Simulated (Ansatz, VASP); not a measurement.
Zn2B3: VASP beside Ansatz

The input INCAR:

```
PREC = Accurate ; ENCUT = 500
EDIFF = 1E-7 ; ISMEAR = 0
SIGMA = 0.2 ; LREAL = F
LASPH = T ; NELM = 120
ALGO = Normal ; ISIF = 3
LWAVE = F ; LCHARG = F
GGA = PE ; IBRION = 2
NSW = 36 ; EDIFFG = -0.08
GGA_COMPAT = F ; NELMIN = 4
```

Contents of KPOINTS:

```
regular mesh
0
Gamma
  4 4 3
```

POSCAR

```
Zn2B3
1.0
    5.2838114300      0.0000000000      0.0000000000
   -2.6419057200      4.5759149300      0.0000000000
    0.0000000000      0.0000000000      5.1479689300
Zn B
4 6
Direct
    0.3333333300      0.6666666700      0.5000000000
    0.6666666700      0.3333333300      0.5000000000
    0.0000000000      0.0000000000      0.6887308800
    0.0000000000      0.0000000000      0.3112691200
    0.5000000000      0.0000000000      0.0000000000
    0.0000000000      0.5000000000      0.0000000000
    0.5000000000      0.5000000000      0.0000000000
    0.5000000000      0.0000000000      0.5000000000
    0.0000000000      0.5000000000      0.5000000000
    0.5000000000      0.5000000000      0.5000000000
```

Input for Ansatz:

```yaml
crystal:
  lattice:
    - [5.28381143, 0.0, 0.0]
    - [-2.64190572, 4.57591493, 0.0]
    - [0.0, 0.0, 5.14796893]
  atoms:
    - { symbol: Zn, position: [0.33333333, 0.66666667, 0.5] }
    - { symbol: Zn, position: [0.66666667, 0.33333333, 0.5] }
    - { symbol: Zn, position: [0.0, 0.0, 0.68873088] }
    - { symbol: Zn, position: [0.0, 0.0, 0.31126912] }
    - { symbol: B, position: [0.5, 0.0, 0.0] }
    - { symbol: B, position: [0.0, 0.5, 0.0] }
    - { symbol: B, position: [0.5, 0.5, 0.0] }
    - { symbol: B, position: [0.5, 0.0, 0.5] }
    - { symbol: B, position: [0.0, 0.5, 0.5] }
    - { symbol: B, position: [0.5, 0.5, 0.5] }
basis:
  ecutwfc: 420
kpoints:
  mp_grid: { grid: [4, 4, 3] }
hamiltonian:
  xc: pbe
scf:
  occupations: { method: gaussian, width: 0.2 }
  lower_state_search: "off"
output:
  forces: true
  stress: true
  eigenvalues: true
relax:
  adjacent_minimum: "off"
  f_tol: 0.08
  max_steps: 16
  cell: { stress_tol: 0.8 }
```

Alike in both runs: task relaxation of cell and atoms; functional PBE; k mesh 4 × 4 × 3; occupations gaussian, width 0.2 eV; no spin polarisation.

|  | VASP | Ansatz |
| --- | --- | --- |
| version | VASP 6.6.1 | Ansatz 0.2.0 |
| potentials or method | VASP PAW PBE potentials, release 64 (Zn, B), cutoff 500 eV | scalar-relativistic, plane waves, PAW |
| valence electrons in the cell | 66 | 66 |

|  | VASP | Ansatz | Ansatz less VASP |
| --- | --- | --- | --- |
| gap on the k mesh at the Fermi level, each at its own relaxed structure (eV) | none | none | - |
| relaxed volume (Å³/atom) | 16.28 | 16.50 | +0.212 |
| relaxed cell length with the largest relative difference (Å) | 7.176 | 7.228 | +0.0520 |

A gap of «none» marks a metal or a gap that the smearing closes.

The k mesh is coarse, so the values compare programs but aren't converged. Noted on VASP's run: the volume moved by over 15 % at a fixed basis, so the end points are rough.
